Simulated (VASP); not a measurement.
# Al3BP4 (R3) in VASP: relaxation of cell and atoms with PBE

Aim: the relaxation of cell and atoms of Al3BP4 with PBE.

Program: VASP 6.6.1. These are calculated values, not measurements. Logs are shortened: lines on timing, memory, paths and dates and some standing lists are left out, and cuts for length are marked.

**1. The cell of the first run**

It takes space group R3 (No. 146, trigonal). The conventional cell has a = 6.893 Å, b = 6.893 Å, c = 8.488 Å, α = 90.00°, β = 90.00°, γ = 120.00°. Al (site symmetry 1) has 7 P at 2.46 to 2.79 Å and 4 Al at 2.96 to 3.01 Å and 2 B at 3.00 to 3.01 Å within 3.2 Å. Within 3.4 Å of B (site symmetry 3) lie 7 P at 2.57 to 2.78 Å and 6 Al at 3.00 to 3.01 Å. P (site symmetry 3) has 6 Al at 2.46 to 2.79 Å and 1 B at 2.58 Å and 6 P at 2.96 to 3.17 Å within 3.2 Å. Within 3.3 Å of P (site symmetry 1) lie 5 Al at 2.46 to 2.78 Å and 2 B at 2.57 to 2.78 Å and 6 P at 2.95 to 3.17 Å.

**2. Relaxation of cell and atoms, PBE**

INCAR

```
SYSTEM = Al3BP4
PREC = Accurate ; ENCUT = 500
EDIFF = 1E-7 ; ISMEAR = 0
SIGMA = 0.2 ; LREAL = .False.
LASPH = .True. ; NELM = 120
ALGO = Normal ; ISIF = 3
LWAVE = .False. ; LCHARG = .False.
GGA = PE ; IBRION = 2
NSW = 36 ; EDIFFG = -0.08
GGA_COMPAT = .False. ; NELMIN = 4
```

KPOINTS

```
regular mesh
0
Gamma
  3 3 3
  0 0 0
```

POSCAR

```
Al3BP4
1.0
    3.4465923900      1.9898910400      2.8292757000
   -3.4465923900      1.9898910400      2.8292757000
    0.0000000000     -3.9797820800      2.8292757000
Al B P
3 1 4
Direct
    0.3658109900      0.6342189900      0.1388950000
    0.1388950000      0.3658109900      0.6342189900
    0.6342189900      0.1388950000      0.3658109900
    0.8671519800      0.8671519800      0.8671519800
    0.1709460000      0.1709460000      0.1709460000
    0.6448209900      0.3442400100      0.8339160100
    0.8339160100      0.6448209900      0.3442400100
    0.3442400100      0.8339160100      0.6448209900
```

Potentials or basis: VASP PAW PBE potentials, release 64 (Al, B, P).

Launch:

```
$ cat potpaw_PBE.64/Al/POTCAR potpaw_PBE.64/B/POTCAR potpaw_PBE.64/P/POTCAR > POTCAR
$ mpirun -np 1 vasp_std > vasp.out
```

OUTCAR:

```text
SYSTEM = Al3BP4
   PREC = Accurate
   ENCUT = 500
   EDIFF = 1E-7
   ISMEAR = 0
   LREAL = .False.
   LASPH = .True.
   NELM = 120
   ISIF = 3
   GGA = PE
   IBRION = 2
   NSW = 36
   EDIFFG = -0.08
   NELMIN = 4

 ion  position               nearest neighbor table
   1  0.366  0.634  0.139-   5 2.46   6 2.46   7 2.50   8 2.60   8 2.66   7 2.78   5 2.79   2 2.96
                             3 2.96   2 3.01   3 3.01
   2  0.139  0.366  0.634-   5 2.46   7 2.46   8 2.50   6 2.60   6 2.66   8 2.78   5 2.79   1 2.96
                             3 2.96   1 3.01   3 3.01
   3  0.634  0.139  0.366-   5 2.46   8 2.46   6 2.50   7 2.60   7 2.66   6 2.78   5 2.79   2 2.96
                             1 2.96   1 3.01   2 3.01
   4  0.867  0.867  0.867-
   5  0.171  0.171  0.171-   2 2.46   1 2.46   3 2.46   2 2.79   3 2.79   1 2.79   6 2.96   8 2.96
                             7 2.96
   6  0.645  0.344  0.834-   1 2.46   3 2.50   2 2.60   2 2.66   3 2.78   7 2.95   8 2.95   5 2.96

   7  0.834  0.645  0.344-   2 2.46   1 2.50   3 2.60   3 2.66   1 2.78   6 2.95   8 2.95   5 2.96

   8  0.344  0.834  0.645-   3 2.46   2 2.50   1 2.60   1 2.66   2 2.78   7 2.95   6 2.95   5 2.96

  LATTYP: Found a trigonal (rhomboedric) cell.
 ALAT       =     4.8829772107
 COS(alpha) =     0.0035845558

  Lattice vectors:

 A1 = (   3.4465923900,   1.9898910400,   2.8292757000)
 A2 = (  -3.4465923900,   1.9898910400,   2.8292757000)
 A3 = (   0.0000000000,  -3.9797820800,   2.8292757000)

Analysis of symmetry for initial positions (statically):
=====================================================================
 Subroutine PRICEL returns:
 Original cell was already a primitive cell.

 Routine SETGRP: Setting up the symmetry group for a
 trigonal (rhombohedral) supercell.

 Subroutine GETGRP returns: Found  3 space group operations
 (whereof  3 operations were pure point group operations)
 out of a pool of 12 trial point group operations.

The static configuration has the point symmetry C_3 .

Analysis of symmetry for dynamics (positions and initial velocities):
=====================================================================
 Subroutine PRICEL returns:
 Original cell was already a primitive cell.

 Routine SETGRP: Setting up the symmetry group for a
 trigonal (rhombohedral) supercell.

 Subroutine GETGRP returns: Found  3 space group operations
 (whereof  3 operations were pure point group operations)
 out of a pool of 12 trial point group operations.

The dynamic configuration has the point symmetry C_3 .

 Subroutine INISYM returns: Found  3 space group operations
 (whereof  3 operations are pure point group operations),
 and found     1 'primitive' translations

[... 108 lines left out ...]
  volume/ion in A,a.u.               =      14.55        98.21
  Fermi-wavevector in a.u.,A,eV,Ry     =   1.064412  2.011446 15.415019  1.132972
  Thomas-Fermi vector in A             =   2.199929
   LORBIT       =      0    0 simple, 1 ext, 2 COOP (PROOUT), +10 PAW based schemes
   GGA     = PE    functional components
   LHFCALC =     F    Hartree Fock is set to
   AEXX    =    0.0000 exact exchange contribution
   IVDW    =     0    specifies the selected vdW correction
   LEPSILON=     F    determine dielectric tensor
   LRPA    =     F    only Hartree local field effects (RPA)
 conjugate gradient relaxation of ions
 non-spin polarized calculation
 Gauss-broadening in eV      SIGMA  =   0.20
  energy-cutoff  :      500.00
  volume of cell :      116.42
 maximum number of plane-waves:      2971
   NGX = 17   NGY = 17   NGZ = 17

--------------------------------------- Ionic step        1  -------------------------------------------

 number of electron      32.0000001 magnetization

 Free energy of the ion-electron system (eV)
  ---------------------------------------------------
  ext. energy  EPLUGINS =         0.00000000
  ---------------------------------------------------
  free energy    TOTEN  =       -35.71419149 eV

  energy without entropy =      -35.66677875  energy(sigma->0) =      -35.69048512

------------------------ aborting loop because EDIFF is reached ----------------------------------------

  FORCE on cell =-STRESS in cart. coord.  units (eV):
  Direction    XX          YY          ZZ          XY          YZ          ZX
  --------------------------------------------------------------------------------------
  -------------------------------------------------------------------------------------
  Total       -0.9687439     -0.9687439      2.1068527     -0.0000002      0.0000000     -0.0000000
  in kB      -13.3313408    -13.3313408     28.9933908     -0.0000021      0.0000000     -0.0000000
  external PRESSURE =       0.7769031 kB  Pullay stress =       0.0000000 kB
[... 107 lines left out ...]
  FREE ENERGIE OF THE ION-ELECTRON SYSTEM (eV)
  ---------------------------------------------------
  free  energy   TOTEN  =       -37.0069390242 eV

  energy  without entropy=      -36.9478403274  energy(sigma->0) =      -36.97738968

 E-fermi :   6.5383     XC(G=0):  -9.8845

 val. band max:        6.4603096670   @ k =   0.3333   0.3333   0.3333
 cond. band min:       6.5639808318   @ k =   0.3333   0.3333   0.3333
 fundamental gap:      0.1036711648
 Fermi energy:         6.5382627624

 k-point     1 :       0.0000    0.0000    0.0000
  band No.  band energies     occupation
      1      -8.4079      2.00000
      2      -4.5450      2.00000
      3      -4.5450      2.00000
      4      -4.1964      2.00000
      5      -1.0324      2.00000
      6       0.6588      2.00000
[... 133 lines left out ...]
     20       9.1137      0.00000
     21       9.6778      0.00000

[... ionic steps 4 to 21 ...]

--------------------------------------- Ionic step       22  -------------------------------------------

 number of electron      31.9999998 magnetization

------------------------ aborting loop because EDIFF is reached ----------------------------------------
[... 79 lines left out ...]
--------------------------------------- Ionic step       24  -------------------------------------------

 number of electron      31.9999999 magnetization

 Free energy of the ion-electron system (eV)
  ---------------------------------------------------
  ext. energy  EPLUGINS =         0.00000000
  ---------------------------------------------------
  free energy    TOTEN  =       -40.75948177 eV

  energy without entropy =      -40.71465206  energy(sigma->0) =      -40.73706692

 E-fermi :   6.7126     XC(G=0): -10.1479

 val. band max:        6.6748717698   @ k =   0.3333   0.3333   0.0000
 cond. band min:       6.8674396941   @ k =   0.3333  -0.0000   0.0000
 fundamental gap:      0.1925679243
 Fermi energy:         6.7125861120

 k-point     1 :       0.0000    0.0000    0.0000
  band No.  band energies     occupation
      1      -6.8038      2.00000
      2      -3.4926      2.00000
      3      -3.3449      2.00000
      4      -3.3449      2.00000
      5      -0.0288      2.00000
      6       0.9261      2.00000
[... 168 lines left out ...]
  FREE ENERGIE OF THE ION-ELECTRON SYSTEM (eV)
  ---------------------------------------------------
  free  energy   TOTEN  =       -40.7594817741 eV

  energy  without entropy=      -40.7146520639  energy(sigma->0) =      -40.73706692

 reached required accuracy - stopping structural energy minimisation
```

It took 2.3 min on 1 thread of Intel Xeon 6975P-C (Granite Rapids), shared host; peak memory 0.2 GiB.

What came out:

* Free energy: -40.7595 eV
* Relaxed volume: 16.32 Å³/atom
* Relaxed cell: a = 5.073 Å, b = 5.073 Å, c = 5.073 Å, α = 89.29°, β = 89.29°, γ = 89.29°
* Space group after relaxing (to 0.05 Å): R3 (No. 146)
* Energy gained by relaxing: 630.7 meV/atom
* Ionic steps: 24
* Pressure after relaxing: 0.1 GPa
* Largest force after relaxing: 0.066 eV/Å
* Band gap on the k mesh: zero (band 16 reaches 6.67 eV, above the bottom of band 17 at 6.60 eV)

Forces in eV/Å, atoms in the order of the input:
```
Al   0.019 -0.043 -0.042
Al   0.028  0.038 -0.042
Al  -0.047  0.005 -0.042
B    0.000  0.000  0.000
P    0.000  0.000 -0.039
P   -0.011  0.035  0.055
P   -0.025 -0.027  0.055
P    0.036 -0.008  0.055
```

Step by step:
```tsv
step	energy change (eV)	largest force (eV/Å)	pressure (GPa)	volume (Å³)
1	0.0000	1.8370	0.08	116.42
2	-0.6094	1.5671	-1.07	116.53
3	-1.2927	1.9911	3.74	116.69
4	-1.3269	1.5280	1.49	116.67
5	-1.8908	1.5862	1.08	118.42
6	-3.2693	1.6652	2.45	123.73
7	3.0682	14.3985	22.55	134.65
8	-3.3964	1.7272	3.37	124.57
9	-3.4218	1.7703	4.01	125.29
10	-3.7543	1.2603	-3.49	136.42
11	-3.7542	1.2652	-3.41	136.28
12	-4.1521	0.8953	-2.37	134.12
13	-4.5162	0.9076	1.70	129.57
14	-4.7394	0.8200	-1.60	132.62
15	-4.7486	0.8976	-2.31	133.30
16	-4.8884	0.8869	3.59	127.46
17	-4.9240	0.5286	1.51	129.21
18	-5.0073	0.3066	-0.80	131.53
19	-5.0074	0.3067	-0.82	131.56
20	-5.0315	0.2111	0.83	129.51
21	-5.0315	0.2110	0.84	129.51
22	-5.0389	0.2384	-0.53	130.97
23	-5.0414	0.1292	-0.09	130.47
24	-5.0453	0.0664	0.12	130.55
```

Final structure:
```
Al B P
1.0
     3.56498    2.05824    2.96526
    -3.56498    2.05824    2.96526
     0.00000   -4.11648    2.96526
Al B P
3 1 4
Cartesian
  -1.8449 1.1024 3.7281
  -0.0322 -2.1489 3.7281
  1.8771 1.0465 3.7281
  0.0000 0.0000 7.4687
  0.0000 0.0000 2.2743
  1.9459 -1.1505 4.8853
  0.0234 2.2605 4.8853
  -1.9693 -1.1100 4.8853
```

Caveat: the k points lie up to 0.41 Å⁻¹ apart in the final cell; the relaxation stopped at a loose force limit of 0.08 eV/Å, so its end isn't a converged minimum.
